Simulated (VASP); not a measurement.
TaN: single point with RPBE+D3(BJ)+U

Crystal: TaN.

```
CELL_PARAMETERS angstrom
2.95746 0.00000 0.00000
-1.47873 2.56123 0.00000
0.00000 0.00000 2.90209
ATOMIC_POSITIONS crystal
Ta 0.00000 0.00000 0.50000
N 0.66667 0.33333 0.00000
```

This cell differs from its parent crystal: volume scaled by 1.02.

```yaml
Program: VASP 6.6.1
Task: single point
Functional: RPBE
Dispersion: D3(BJ)
Potentials_or_basis: VASP PAW PBE potentials, release 64 (Ta_pv, N)
Cutoff: 520 eV
k_mesh: 8 × 8 × 7
Occupations: gaussian, width 0.05 eV
Spin: non-collinear spin, zero start, spin-orbit coupling
Starting_moments: "[[0.0, 0.0, 0.0], [0.0, 0.0, 0.0]] μB"
Hubbard_terms: Ta d U = 3.0 eV
Dipole_correction: no
Further_INCAR_settings: ALGO = Normal; EDIFF = 1e-06; NBANDS = 28
```

```yaml
Pressure: -28.5 GPa
Net_moment: 0.00 μB per cell
Valence_electrons_inside_the_program's_atomic_spheres: Ta 8.87; N 3.75
Dispersion_energy_per_atom: -2.705 eV
```

Stress tensor (GPa, compression positive):
```
-29.03   0.00   0.00
  0.00 -29.03   0.00
  0.00   0.00 -27.58
```

Moments on the atoms (μB; x, y, z):
```
Ta  0.00 0.00 0.00
N   0.00 0.00 0.00
```

Run time: 67 s on 1 thread of Intel Xeon 6975P-C, on a shared host, peak memory 0.24 GiB.

Caveat: the PAW data sets were made with another functional, which shifts forces and pressure a little. The state reached can hang on the start; a lower one may exist.
